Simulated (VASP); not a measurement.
Ta3Ga: single point with PBE

The system is Ta3Ga.

```
Ta Ga
1.0
     4.11858    0.00000    0.00000
     0.00000    4.11858    0.00000
     0.00000    0.00000    4.11858
Ta Ga
3 1
Direct
  0.00000 0.50000 0.50000
  0.50000 0.00000 0.50000
  0.50000 0.50000 0.00000
  0.00000 0.00000 0.00000
```

```yaml
Program: VASP 6.6.1
Task: single point
Functional: PBE
Potentials_or_basis: VASP PAW PBE potentials, release 64 (Ta_pv, Ga_d)
Cutoff: 520 eV
k_mesh: 12 × 12 × 12
Occupations: gaussian, width 0.1 eV
Spin: no spin polarisation
Dipole_correction: no
Further_INCAR_settings: ALGO = Fast; EDIFF = 1e-06; NBANDS = 31
```

```json
{
 "Pressure": "0.1 GPa",
 "Band gap on the k mesh": "zero (bands 23 and 24 overlap by 0.85 eV)"
}
```

Levels at points of the mesh, in eV from the Fermi level:
```tsv
k point	band 19	band 20	band 21	band 22	band 23	band 24	band 25	band 26	band 27	band 28
(0.00, 0.00, 0.00)	-2.59	-2.59	-2.59	0.54	0.54	0.54	2.21	2.21	2.21	4.64
(0.50, 0.00, 0.00)	-2.45	-2.02	-0.99	0.10	0.10	0.47	0.89	1.35	2.21	2.21
(0.50, 0.50, 0.00)	-2.43	-1.32	-1.32	-1.20	0.28	0.28	1.10	1.76	1.76	1.78
(0.50, 0.50, 0.50)	-1.52	-1.52	-1.52	0.12	0.12	0.12	1.11	1.87	1.87	1.87
```

Wall time 4.9 min on 1 thread of Intel Xeon 8259CL (shared host), peak memory 0.29 GiB.

Caveat: spin-orbit coupling is left out, which moves the levels of the heavy elements.
